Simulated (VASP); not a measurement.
# BN (P6_3/mmc) in VASP: notebook, part 2 of 2

VASP 6.6.1.

## (5) Single point, r2SCAN

File POSCAR:

```
BN
1.0
    2.4982400000      0.0000000000      0.0000000000
   -1.2491200000      2.1635393048      0.0000000000
    0.0000000000      0.0000000000      6.6357000000
B N
2 2
Direct
    0.3333330000      0.6666670000      0.2500000000
    0.6666670000      0.3333330000      0.7500000000
    0.3333330000      0.6666670000      0.7500000000
    0.6666670000      0.3333330000      0.2500000000
```

File INCAR.step1:

```
SYSTEM = BN
PREC = Accurate ; ENCUT = 520
ISMEAR = -1 ; SIGMA = 0.1
LREAL = .FALSE. ; LASPH = .TRUE.
NELM = 60 ; NBANDS = 16
GGA = PE ; ALGO = Normal
EDIFF = 1E-4 ; LWAVE = .TRUE.
LCHARG = .FALSE.
```

File INCAR.step2:

```
SYSTEM = BN
PREC = Accurate ; ENCUT = 520
EDIFF = 1E-6 ; ISMEAR = -1
SIGMA = 0.1 ; LREAL = .FALSE.
LASPH = .TRUE. ; NELM = 60
ALGO = Normal ; ISIF = 2
LWAVE = .FALSE. ; LCHARG = .FALSE.
METAGGA = R2SCAN ; LMIXTAU = .TRUE.
NBANDS = 16 ; ISTART = 1
```

File KPOINTS:

```
regular mesh
0
G
  12 12 4
  0 0 0
```

Potentials or basis: VASP PAW PBE potentials, release 64 (B, N).

On the command line:

```sh
$ cat potpaw_PBE.64/B/POTCAR potpaw_PBE.64/N/POTCAR > POTCAR
$ cp INCAR.step1 INCAR
$ mpirun -np 1 vasp_std > vasp.out
$ cp INCAR.step2 INCAR
$ mpirun -np 1 vasp_std > vasp.out
```

OUTCAR:

```text
SYSTEM = BN
   PREC = Accurate
   ENCUT = 520
   EDIFF = 1E-6
   ISMEAR = -1
   LREAL = .FALSE.
   LASPH = .TRUE.
   NELM = 60
   ISIF = 2
   METAGGA = R2SCAN
   ISTART = 1

 ion  position               nearest neighbor table
   1  0.333  0.667  0.250-   4 1.44   4 1.44   4 1.44
   2  0.667  0.333  0.750-   3 1.44   3 1.44   3 1.44
   3  0.333  0.667  0.750-   2 1.44   2 1.44   2 1.44
   4  0.667  0.333  0.250-   1 1.44   1 1.44   1 1.44

  LATTYP: Found a hexagonal cell.
 ALAT       =     2.4982400000
[... 649 lines left out ...]
     16      21.8987      0.00000

 [... further k-points ...]
[... 5 lines left out ...]
  --------------------------------------------------------------------------------------
  -------------------------------------------------------------------------------------
  Total        0.4352091      0.4352091      0.1537234      0.0000000     -0.0000000      0.0000000
  in kB       19.4411892     19.4411892      6.8669664      0.0000000     -0.0000000      0.0000000
  external PRESSURE =      15.2497816 kB  Pullay stress =       0.0000000 kB

 VOLUME and BASIS-vectors are now :
 -----------------------------------------------------------------------------
  energy-cutoff  :      520.00
  volume of cell :       35.87
      direct lattice vectors                 reciprocal lattice vectors
     2.498240000  0.000000000  0.000000000     0.400281798  0.231102804  0.000000000
    -1.249120000  2.163539305  0.000000000     0.000000000  0.462205608  0.000000000
     0.000000000  0.000000000  6.635700000     0.000000000  0.000000000  0.150700002

 POSITION                                       TOTAL-FORCE (eV/Angst)
 -----------------------------------------------------------------------------------
     -0.00000      1.44236      1.65892        -0.000000      0.000000      0.000000
      1.24912      0.72118      4.97677         0.000000     -0.000000      0.000000
     -0.00000      1.44236      4.97677        -0.000000      0.000000      0.000000
      1.24912      0.72118      1.65892         0.000000      0.000000      0.000000
 -----------------------------------------------------------------------------------
    total drift:                                0.000137     -0.000079      0.000150

  FREE ENERGIE OF THE ION-ELECTRON SYSTEM (eV)
  ---------------------------------------------------
  free  energy   TOTEN  =       -38.5915580248 eV

  energy  without entropy=      -38.5915580247  energy(sigma->0) =      -38.59155802
```

OUTCAR.step1:

```text
SYSTEM = BN
   PREC = Accurate
   ENCUT = 520
   ISMEAR = -1
   LREAL = .FALSE.
   LASPH = .TRUE.
   NELM = 60
[... 686 lines left out ...]
      1.24912      0.72118      4.97677         0.000000     -0.000000      0.000000
     -0.00000      1.44236      4.97677        -0.000000     -0.000000      0.000000
      1.24912      0.72118      1.65892         0.000000      0.000000      0.000000
 -----------------------------------------------------------------------------------
    total drift:                                0.000137     -0.000079      0.000150

  FREE ENERGIE OF THE ION-ELECTRON SYSTEM (eV)
  ---------------------------------------------------
  free  energy   TOTEN  =       -35.1468794962 eV

  energy  without entropy=      -35.1468794959  energy(sigma->0) =      -35.14687950
```

OSZICAR.step1:

```text
N       E                     dE             d eps       ncg     rms          rms(c)
DAV:   1     0.509220826044E+02    0.50922E+02   -0.80964E+03  1824   0.928E+02
DAV:   2    -0.354238000856E+02   -0.86346E+02   -0.78117E+02  2600   0.223E+02
DAV:   3    -0.387318348783E+02   -0.33080E+01   -0.32945E+01  2368   0.431E+01
DAV:   4    -0.387527657153E+02   -0.20931E-01   -0.20929E-01  2304   0.381E+00
DAV:   5    -0.387529553309E+02   -0.18962E-03   -0.18961E-03  2368   0.347E-01    0.113E+01
DAV:   6    -0.355096230400E+02    0.32433E+01   -0.52065E+00  2384   0.175E+01    0.509E+00
DAV:   7    -0.352254863739E+02    0.28414E+00   -0.60008E-01  2432   0.560E+00    0.318E+00
DAV:   8    -0.351509684910E+02    0.74518E-01   -0.23688E-01  2368   0.328E+00    0.487E-01
DAV:   9    -0.351458346480E+02    0.51338E-02   -0.16090E-02  2088   0.104E+00    0.198E-01
DAV:  10    -0.351467635287E+02   -0.92888E-03   -0.13512E-03  2088   0.282E-01    0.351E-02
DAV:  11    -0.351468654173E+02   -0.10189E-03   -0.90223E-05  1952   0.789E-02    0.227E-02
DAV:  12    -0.351468794962E+02   -0.14079E-04   -0.23209E-05  1424   0.393E-02
   1 F= -.35146879E+02 E0= -.35146879E+02  d E =-.248375E-09
```

Wall time 91 s (1 thread of AMD EPYC 7R13 (Zen 3), shared host); peak memory 0.13 GiB.

What came out:

* Free energy: -38.5916 eV
* Pressure: 1.5 GPa
* Band gap on the k mesh: 4.89 eV, indirect (least direct gap 5.32 eV)

Stress tensor (GPa, compression positive):
```
1.94 0.00 0.00
0.00 1.94 0.00
0.00 0.00 0.69
```

Levels at points of the mesh, in eV from the valence-band top:
```
           k point  band 4  band 5  band 6  band 7  band 8  band 9  band 10  band 11  band 12  band 13
(0.00, 0.00, 0.00)   -4.22   -1.34   -1.34   -1.31   -1.31    5.64    11.12    12.36    12.36    12.49
(0.50, 0.00, 0.00)   -9.22   -4.30   -4.23   -1.45   -0.44    4.89     6.35    10.28    10.74    13.33
(0.00, 0.00, 0.50)   -5.44   -1.32   -1.32   -1.32   -1.32    8.15     8.15    12.42    12.42    12.42
(0.50, 0.00, 0.50)   -9.26   -4.26   -4.26   -0.92   -0.92    5.36     5.36    10.71    10.71    14.37
```

Caveat: the PAW data sets were made with another functional, which shifts forces and pressure a little. r2SCAN opens gaps a little over a GGA but as a rule still falls short of measured ones.

## (6) The runs side by side

```csv
level,potentials or basis,gap on the mesh (eV),pressure (GPa)
BLYP,"VASP PAW PBE potentials, release 64 (B, N)",4.36,7.1
revPBE,"VASP PAW PBE potentials, release 64 (B, N)",4.37,8.2
LDA,"VASP PAW LDA potentials, release 64 (B, N)",4.09,-2.5
r2SCAN,"VASP PAW PBE potentials, release 64 (B, N)",4.89,1.5
```

Alike in all rows: task single point; no spin polarisation; cell as given; k mesh 12 × 12 × 4; cutoff (eV) 520; smearing fermi-dirac 0.1 eV.

Caveats: the PAW data sets were made with another functional, which shifts forces and pressure a little (some runs); this functional lacks dispersion, which binds the layers, so the pressure and a relaxed spacing across them are unreliable (some runs).

Total energies depend on the potentials used, so only differences within one code and one set of settings carry meaning.
